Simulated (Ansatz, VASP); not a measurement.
# Two plane-wave programs on ZnNi2O5

```xyz
8
Lattice="2.9463 0.0000 0.0000 -1.4732 2.5516 0.0000 0.0000 0.0000 12.0822" Properties=species:S:1:pos:R:3 pbc="T T T"
Zn    0.0000    0.0000    8.6445
Ni    1.4732    0.8505    1.0498
Ni    1.4732    0.8505    5.5931
O     0.0000    1.7011    0.1636
O     0.0000    0.0000    1.9383
O     1.4732    0.8505    9.3241
O     0.0000    1.7011    4.7055
O     0.0000    0.0000    6.5433
```

Alike in both runs: functional PBE; k mesh 5 × 5 × 1; occupations gaussian, width 0.15 eV; collinear spin.

Ansatz relaxed the structure, and its values are those at the end. VASP's run is a single point on that final structure, the one shown.

|  | VASP | Ansatz |
| --- | --- | --- |
| version | VASP 6.6.1 | Ansatz 0.2.0 |
| potentials or method | VASP PAW PBE potentials, release 64 (Zn, Ni, O), cutoff 520 eV | scalar-relativistic, plane waves, PAW |
| valence electrons in the cell | 62 | 78 |

Ansatz gave:

- gap on the k mesh at the Fermi level (eV): none
- pressure (GPa): 0.2
- rms of the force components (eV/Å): 0.010
- net moment per atom (μB): 0.03
- size of the moment on the site where the two differ most (μB): 0.17

**Question.** Which values does VASP return?

**Answer.** gap on the k mesh at the Fermi level (eV): none; pressure (GPa): 1.1; rms of the force components (eV/Å): 0.039; net moment per atom (μB): 0.03; size of the moment on the site where the two differ most (μB): 0.17.

Site moments also hang on the region over which each program counts them. A gap of «none» marks a metal or a gap that the smearing closes. VASP's potentials hold 62 valence electrons a cell and Ansatz's 78, so a difference there can come from the potentials and not from the codes. Ansatz's warnings: seeded moment not kept.

The k mesh is coarse, so the values compare programs but aren't converged.
